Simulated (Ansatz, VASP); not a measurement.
# One calculation of TiAl3, two programs

```
CELL_PARAMETERS angstrom
3.81555 0.00000 0.00000
0.00000 3.81555 0.00000
0.00000 0.00000 8.29737
ATOMIC_POSITIONS crystal
Ti 0.00000 0.00000 0.00000
Ti 0.50000 0.50000 0.50000
Al 0.50000 0.50000 0.00000
Al 0.00000 0.50000 0.25000
Al 0.50000 0.00000 0.25000
Al 0.00000 0.00000 0.50000
Al 0.50000 0.00000 0.75000
Al 0.00000 0.50000 0.75000
```

Change from the starting cell: strain along c alone, the other axes held, atoms relaxed: -3.0 %.

Alike in both runs: task single point; functional PBEsol; k mesh 10 × 10 × 4; occupations gaussian, width 0.1 eV; no spin polarisation.

|  | VASP | Ansatz |
| --- | --- | --- |
| version | VASP 6.6.1 | Ansatz 0.2.0 |
| potentials or method | VASP PAW PBE potentials, release 64 (Ti_sv, Al), cutoff 520 eV | scalar-relativistic, plane waves, PAW |
| valence electrons in the cell | 42 | 42 |

Ansatz gave:

| Property | Result |
| --- | --- |
| gap on the k mesh at the Fermi level (eV) | none |
| pressure (GPa) | 3.6 |
| traceless stress, the component that is largest in VASP (GPa) | 3.90 |

Question: What did VASP give for the same quantities?

Answer: gap on the k mesh at the Fermi level (eV): none; pressure (GPa): 3.7; traceless stress, the component that is largest in VASP (GPa): 3.89.

VASP's potentials were made for PBE, not for PBEsol. A gap of «none» marks a metal or a gap that the smearing closes.
